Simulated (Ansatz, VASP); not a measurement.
**Mg4H in VASP and in Ansatz**

```
Mg H
1.0
     6.42014    0.00000    0.00000
     0.00000    5.13791    0.00000
     0.00000    0.00000   21.66448
Mg H
8 2
Direct
  0.00000 0.75000 0.18463
  0.50000 0.75000 0.18463
  0.25000 0.25000 0.22741
  0.75000 0.25000 0.22741
  0.25000 0.75000 0.31732
  0.75000 0.75000 0.31732
  0.00000 0.25000 0.35378
  0.50000 0.25000 0.35378
  0.60600 0.08333 0.38932
  0.89400 0.08333 0.38932
```

Alike in both runs: task single point; functional PBE; k mesh 4 × 5 × 1; occupations gaussian, width 0.1 eV; no spin polarisation.

```csv
,VASP,Ansatz
version,VASP 6.6.1,Ansatz 0.2.0
potentials or method,"VASP PAW PBE potentials, release 64 (Mg, H), cutoff 520 eV","scalar-relativistic, plane waves, PAW"
valence electrons in the cell,18,82
```

VASP gave:

- gap on the k mesh at the Fermi level (eV): none
- rms of the force components (eV/Å): 2.642

Problem. What did Ansatz give for the same quantities?

Solution. gap on the k mesh at the Fermi level (eV): none; rms of the force components (eV/Å): 2.595.

Atom by atom the forces differ by 0.048 eV/Å (rms over components). A gap of «none» marks a metal or a gap that the smearing closes. VASP's potentials hold 18 valence electrons a cell and Ansatz's 82, so a difference there can come from the potentials and not from the codes.
